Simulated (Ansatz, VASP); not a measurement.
## C in VASP and in Ansatz

```xyz
2
Lattice="-0.0613 1.8889 1.8014 1.7812 -0.0267 1.7667 1.7463 1.8193 0.0082" Properties=species:S:1:pos:R:3 pbc="T T T"
C     1.6333    1.9366    2.0038
C     2.6995    2.6653    2.4666
```

Change from the starting cell: all atoms moved at random, cell strained at random.

Alike in both runs: task single point; functional PBEsol; k mesh 12 × 12 × 12; occupations gaussian, width 0.02 eV; no spin polarisation.

```csv
,VASP,Ansatz
version,VASP 6.6.1,Ansatz 0.2.0
potentials or method,"VASP PAW PBE potentials, release 64 (C), cutoff 520 eV","scalar-relativistic, plane waves, PAW"
valence electrons in the cell,8,8
```

VASP gave:

- gap on the k mesh at the Fermi level (eV): none
- pressure (GPa): 29.8
- traceless stress, the component that is largest in VASP (GPa): 44.01
- rms of the force components (eV/Å): 3.985

What did Ansatz give for the same quantities?

gap on the k mesh at the Fermi level (eV): none; pressure (GPa): 29.1; traceless stress, the component that is largest in VASP (GPa): 44.10; rms of the force components (eV/Å): 3.975.

VASP's potentials were made for PBE, not for PBEsol. Atom by atom the forces differ by 0.010 eV/Å (rms over components). A gap of «none» marks a metal or a gap that the smearing closes. Both programs put the cell under a high pressure, so it lies far from rest at this level.
